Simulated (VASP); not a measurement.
Ge, 14 atoms in the cell. The cell holds a disordered packing, 14 atoms: a = 6.680 Å, b = 7.035 Å, c = 6.879 Å, α = 92.79°, β = 92.55°, γ = 89.61°. 

| Item | Value |
| --- | --- |
| Program | VASP 6.6.1 |
| Task | single point |
| Functional | PBE |
| Potentials or basis | VASP PAW PBE potentials, release 64 (Ge_d) |
| Cutoff | 410 eV |
| k mesh | 1 × 1 × 1, shifted |
| Occupations | fermi-dirac, width 0.1034 eV |
| Spin | no spin polarisation |
| Dipole correction | no |
| Mended | yes |
| Further INCAR settings | ALGO = Normal; EDIFF = 1e-06; NBANDS = 111; ISYM = -1 |

Potentials or basis: VASP PAW PBE potentials, release 64 (Ge_d).

The run is started by

```console
$ cat potpaw_PBE.64/Ge_d/POTCAR > POTCAR
$ mpirun -np 1 vasp_std > vasp.out
```

Hardware: 1 thread of Intel(R) Xeon(R) Platinum 8259CL CPU @ 2.50GHz (Skylake/Cascade Lake), with other jobs on the host.

**Question.** How long does it take, and how much memory?

**Answer.** Wall time 95 s on 1 thread of Intel(R) Xeon(R) Platinum 8259CL CPU @ 2.50GHz (Skylake/Cascade Lake), on a shared host, peak memory 0.3 GiB. Counts: scf iterations 17, k points 1.
